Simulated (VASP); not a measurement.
# Ca (P-1) in VASP: single point with PBE exchange alone

Aim: the single point of Ca with PBE exchange alone.

Everything below comes from runs of VASP 6.6.1. Logs are shortened: lines on timing, memory, paths and dates and some standing lists are left out, and cuts for length are marked.

**1. The cell of the first run**

The typed cell holds 1 atom: a = 3.889 Å, b = 3.785 Å, c = 3.824 Å, α = 109.87°, β = 111.79°, γ = 107.83°.

**2. Single point, PBE exchange alone, collinear spin (the cell strained at random)**

INCAR reads:

```
SYSTEM = Ca
AGGAC    = 0.0          
ALDAC    = 0.0          
ALGO     = Normal         ! electronic algorithm
EDIFF    = 1E-6           ! SCF threshold, eV
ENCUT    = 520            ! plane-wave cutoff, eV
GGA      = PE             ! functional
ISIF     = 2              ! what is computed and relaxed
ISMEAR   = 1              ! smearing method
ISPIN    = 2              ! spin polarisation
LASPH    = .TRUE.         ! aspherical terms in the spheres
LCHARG   = .FALSE.        ! write CHGCAR
LORBIT   = 11             ! projections on sites
LREAL    = .FALSE.        ! projectors in reciprocal space
LWAVE    = .FALSE.        ! write WAVECAR
MAGMOM   = 0.5            ! initial moments
NBANDS   = 15             ! bands
NELM     = 150            ! most SCF steps
PREC     = Accurate       ! precision mode
SIGMA    = 0.05           ! smearing width, eV
```

KPOINTS reads:

```
k-points
0
G
  7 7 7
  0 0 0
```

POSCAR reads:

```
Ca
1.0
   -2.2387560000      2.1912570000      2.3053220000
    2.1693490000     -2.1712010000      2.2154890000
    2.2015050000      2.1339500000     -2.2851830000
Ca
1
Direct
    0.5000000000      0.5000000000      0.0000000000
```

Potentials or basis: VASP PAW PBE potentials, release 64 (Ca_sv).

On the command line:

```bash
> cat potpaw_PBE.64/Ca_sv/POTCAR > POTCAR
> mpirun -np 1 vasp_std > vasp.out
```

OUTCAR:

```text
SYSTEM = Ca
   EDIFF = 1E-6
   ENCUT = 520
   GGA = PE
   ISIF = 2
   ISMEAR = 1
   ISPIN = 2
   LASPH = .TRUE.
   LORBIT = 11
   LREAL = .FALSE.
   NELM = 150
   PREC = Accurate

 ion  position               nearest neighbor table
   1  0.500  0.500  0.000-

  LATTYP: Found a triclinic cell.
 ALAT       =     3.8239283742
 B/A-ratio  =     1.5943420177
 C/A-ratio  =     0.9899011600
 COS(alpha) =     0.0008105472
 COS(beta)  =     0.3399158233
 COS(gamma) =     0.8065822616

  Lattice vectors:

 A1 = (  -2.2015050000,  -2.1339500000,   2.2851830000)
 A2 = (  -4.3336030000,  -4.2879560000,   0.0495550000)
 A3 = (   2.1693490000,  -2.1712010000,   2.2154890000)

Analysis of symmetry for initial positions (statically):
=====================================================================
 Subroutine PRICEL returns:
 Original cell was already a primitive cell.

 Routine SETGRP: Setting up the symmetry group for a
 triclinic supercell.

 Subroutine GETGRP returns: Found  2 space group operations
 (whereof  2 operations were pure point group operations)
 out of a pool of  2 trial point group operations.

The static configuration has the point symmetry S_2 .

Analysis of symmetry for dynamics (positions and initial velocities):
=====================================================================
 Subroutine PRICEL returns:
 Original cell was already a primitive cell.

 Routine SETGRP: Setting up the symmetry group for a
 triclinic supercell.

 Subroutine GETGRP returns: Found  2 space group operations
 (whereof  2 operations were pure point group operations)
 out of a pool of  2 trial point group operations.

The dynamic configuration has the point symmetry S_2 .

Analysis of structural, dynamic, and magnetic symmetry:
=====================================================================
 Subroutine PRICEL returns:
 Original cell was already a primitive cell.

 Routine SETGRP: Setting up the symmetry group for a
 triclinic supercell.

 Subroutine GETGRP returns: Found  2 space group operations
 (whereof  2 operations were pure point group operations)
 out of a pool of  2 trial point group operations.

The overall configuration has the point symmetry S_2 .

 Subroutine INISYM returns: Found  2 space group operations
 (whereof  2 operations are pure point group operations),
 and found     1 'primitive' translations

----------------------------------------------------------------------------------------

                                     Primitive cell

  volume of cell :      42.7182

  direct lattice vectors                    reciprocal lattice vectors
    -2.238756000  2.191257000  2.305322000     0.005474222  0.230224372  0.220261933
     2.169349000 -2.171201000  2.215489000     0.232380258  0.000954845  0.224762695
     2.201505000  2.133950000 -2.285183000     0.230815540  0.233179031  0.002509190

  length of vectors
     3.889491637  3.785311133  3.823928374     0.318666829  0.323295167  0.328107559

  position of ions in fractional coordinates (direct lattice)
     0.500000000  0.500000000  0.000000000

  ion indices of the primitive-cell ions
   primitive index   ion index
                 1           1

----------------------------------------------------------------------------------------

 KPOINTS: k-points

Automatic generation of k-mesh.
 Grid dimensions read from file:
 generate k-points for:    7    7    7

 Generating k-lattice:

  Cartesian coordinates                     Fractional coordinates (reciprocal lattice)
     0.000782032  0.032889196  0.031465990     0.142857143 -0.000000000  0.000000000
     0.033197180  0.000136406  0.032108956     0.000000000  0.142857143 -0.000000000
     0.032973649  0.033311290  0.000358456    -0.000000000  0.000000000  0.142857143

  Length of vectors
     0.045523833  0.046185024  0.046872508

  Shift w.r.t. Gamma in fractional coordinates (k-lattice)
     0.000000000  0.000000000  0.000000000

 Subroutine IBZKPT returns following result:
 ===========================================

 Found    172 irreducible k-points:

 Following reciprocal coordinates:
            Coordinates               Weight
  0.000000  0.000000  0.000000      1.000000
  0.142857  0.000000 -0.000000      2.000000
  0.285714  0.000000  0.000000      2.000000
  0.428571  0.000000  0.000000      2.000000
  0.000000  0.142857 -0.000000      2.000000
  0.142857  0.142857  0.000000      2.000000
[... 16 lines left out ...]
 -0.428571  0.428571  0.000000      2.000000
 -0.285714  0.428571 -0.000000      2.000000
 [... further k-points ...]
   k-points           NKPTS =    172   k-points in BZ     NKDIM =    172   number of bands    NBANDS=     15
   number of dos      NEDOS =    301   number of ions     NIONS =      1
   total plane-waves  NPLWV =  23520
   dimension x,y,z NGX =    30 NGY =   28 NGZ =   28
   dimension x,y,z NGXF=    60 NGYF=   56 NGZF=   56
   ions per type =               1
   NGX,Y,Z   is equivalent  to a cutoff of  12.82, 12.30, 12.17 a.u.
   NGXF,Y,Z  is equivalent  to a cutoff of  25.65, 24.59, 24.35 a.u.
 SYSTEM =  Ca
   PREC   = accura    normal or accurate (medium, high low for compatibility)
   ISTART =      0    job   : 0-new  1-cont  2-samecut
   ICHARG =      2    charge: 1-file 2-atom 10-const
   ISPIN  =      2    spin polarized calculation?
   LNONCOLLINEAR =      F non collinear calculations
   LSORBIT =      F    spin-orbit coupling
   LASPH  =      T    aspherical Exc in radial PAW
   ENCUT  =  520.0 eV  38.22 Ry    6.18 a.u.   7.23  7.04  7.11*2*pi/ulx,y,z
   NELM   =    150;   NELMIN=  2; NELMDL= -5     # of ELM steps
   EDIFF  = 0.1E-05   stopping-criterion for ELM
   LREAL  =      F    real-space projection
   EDIFFG = 0.1E-04   stopping-criterion for IOM
   NSW    =      0    number of steps for IOM
   IBRION =     -1    ionic relax: 0-MD 1-quasi-New 2-CG
   NFREE  =      0    steps in history (QN), initial steepest desc. (CG)
   ISIF   =      2    stress and relaxation
   ISYM   =      2    0-nonsym 1-usesym 2-fastsym
   POTIM  = 0.5000    time-step for ionic-motion
   TEBEG  =    0.0;   TEEND  =   0.0 temperature during run
   PSTRESS=    0.0 pullay stress
   NELECT =      10.0000    total number of electrons
   NUPDOWN=      -1.0000    fix difference up-down
   EMIN   =  10.00;   EMAX   =-10.00  energy-range for DOS
   EFERMI =   0.00;   METHOD = LEGACY
   ISMEAR =     1;   SIGMA  =   0.05  broadening in eV -4-tet -1-fermi 0-gaus
   EFERMI_NEDOS =   21; number of points for ismear=-14 and -15
   IALGO  =     38    algorithm
   IMIX   =      4    mixing-type and parameters
     AMIX     =   0.40;   BMIX     =  1.00
     AMIX_MAG =   1.60;   BMIX_MAG =  1.00
  volume/ion in A,a.u.               =      42.72       288.28
  Fermi-wavevector in a.u.,A,eV,Ry     =   1.008952  1.906643 13.850517  1.017984
  Thomas-Fermi vector in A             =   2.141851
   LORBIT       =     11    0 simple, 1 ext, 2 COOP (PROOUT), +10 PAW based schemes
   GGA     = PE    functional components
   LHFCALC =     F    Hartree Fock is set to
   AEXX    =    0.0000 exact exchange contribution
   IVDW    =     0    specifies the selected vdW correction
   LEPSILON=     F    determine dielectric tensor
   LRPA    =     F    only Hartree local field effects (RPA)
 spin polarized calculation
 Methfessel and Paxton  Order N= 1 SIGMA  =   0.05
  energy-cutoff  :      520.00
  volume of cell :       42.72
 maximum number of plane-waves:      1167
 NGX is ok and might be reduce to    30
   NGX = 15   NGY = 15   NGZ = 15

 number of electron      10.0000001 magnetization       0.2256457

 Free energy of the ion-electron system (eV)
  ---------------------------------------------------
  ext. energy  EPLUGINS =         0.00000000
  ---------------------------------------------------
  free energy    TOTEN  =        -0.77485914 eV

  energy without entropy =       -0.77507025  energy(sigma->0) =       -0.77492951

 E-fermi :   3.2364     XC(G=0):  -6.4281

 val. band max:        3.2300057261   @ k =  -0.1429   0.4286   0.2857
 cond. band min:       3.2570619492   @ k =  -0.4286   0.0000   0.4286
 fundamental gap:      0.0270562231
 Fermi energy:         3.2364158427

 spin component 1

 k-point     1 :       0.0000    0.0000    0.0000
  band No.  band energies     occupation
      1     -38.7376      1.00000
      2     -19.7214      1.00000
      3     -19.7159      1.00000
      4     -19.7128      1.00000
      5      -0.9606      1.00000
      6       5.3311      0.00000
      7       5.3853      0.00000
      8       5.5882      0.00000
      9       6.3479      0.00000
     10       6.5058      0.00000
     11      12.9169      0.00000
     12      13.1981      0.00000
     13      13.4615      0.00000
     14      15.9315      0.00000
[... 401 lines left out ...]
      2     -19.8293      1.00000
      3     -19.7569      1.00000
      4     -19.7282      1.00000
      5       1.3489      1.00000
      6       3.9220     -0.00000
      7       4.4394      0.00000
      8       6.3260      0.00000
      9       6.6980      0.00000
     10       7.0688      0.00000
     11       9.1820      0.00000
     12      10.5689      0.00000
     13      11.4184      0.00000
     14      14.4220      0.00000
     15      16.4332      0.00000

 [... further k-points ...]

 spin component 2

 k-point     1 :       0.0000    0.0000    0.0000
  band No.  band energies     occupation
      1     -38.6934      1.00000
      2     -19.6815      1.00000
      3     -19.6709      1.00000
      4     -19.6622      1.00000
      5      -0.6112      1.00000
      6       5.3800      0.00000
      7       5.4636      0.00000
      8       5.6914      0.00000
      9       6.4283      0.00000
     10       6.7041      0.00000
     11      13.1972      0.00000
     12      13.6837      0.00000
     13      13.9699      0.00000
     14      16.2814      0.00000
[... 401 lines left out ...]
      2     -19.7839      1.00000
      3     -19.7064      1.00000
      4     -19.6857      1.00000
      5       1.7020      1.00000
      6       4.1810     -0.00000
      7       4.5525      0.00000
      8       6.4431      0.00000
      9       6.8128      0.00000
     10       7.1432      0.00000
     11       9.3510      0.00000
     12      10.8313      0.00000
     13      11.7596      0.00000
     14      14.6922      0.00000
     15      16.8540      0.00000

 [... further k-points ...]

------------------------ aborting loop because EDIFF is reached ----------------------------------------

  FORCE on cell =-STRESS in cart. coord.  units (eV):
  Direction    XX          YY          ZZ          XY          YZ          ZX
  --------------------------------------------------------------------------------------
  -------------------------------------------------------------------------------------
  Total        0.6018913      0.5973323      0.5915142      0.0311201     -0.0475001      0.1868266
  in kB       22.5743745     22.4033889     22.1851758      1.1671810     -1.7815261      7.0070694
  external PRESSURE =      22.3876464 kB  Pullay stress =       0.0000000 kB

 VOLUME and BASIS-vectors are now :
 -----------------------------------------------------------------------------
  energy-cutoff  :      520.00
  volume of cell :       42.72
      direct lattice vectors                 reciprocal lattice vectors
    -2.238756000  2.191257000  2.305322000     0.005474222  0.230224372  0.220261933
     2.169349000 -2.171201000  2.215489000     0.232380258  0.000954845  0.224762695
     2.201505000  2.133950000 -2.285183000     0.230815540  0.233179031  0.002509190

 POSITION                                       TOTAL-FORCE (eV/Angst)
 -----------------------------------------------------------------------------------
     -0.03470      0.01003      2.26041        -0.000000     -0.000000     -0.000000
 -----------------------------------------------------------------------------------
    total drift:                                0.000000     -0.000000      0.000000

  FREE ENERGIE OF THE ION-ELECTRON SYSTEM (eV)
  ---------------------------------------------------
  free  energy   TOTEN  =        -0.7748591410 eV

  energy  without entropy=       -0.7750702460  energy(sigma->0) =       -0.77492951

 total charge

# of ion       s       p       d       tot
------------------------------------------
    1        2.086   5.822   0.165   8.073

 magnetization (x)

# of ion       s       p       d       tot
------------------------------------------
    1       -0.001   0.010   0.031   0.040
```

Run time: 2.3 min. Hardware: 1 thread of Intel Xeon 6975P-C (Granite Rapids), shared host; peak memory 0.29 GiB.

Results:

| Property | Result |
| --- | --- |
| Free energy | -0.7749 eV |
| Pressure | 2.2 GPa |
| Net moment | 0.23 μB per cell |
| Site moments | Ca +0.04 μB |
| Valence electrons inside the program's atomic spheres | Ca 8.07 |

Caveat: the cell differs from its parent crystal (the cell strained at random).
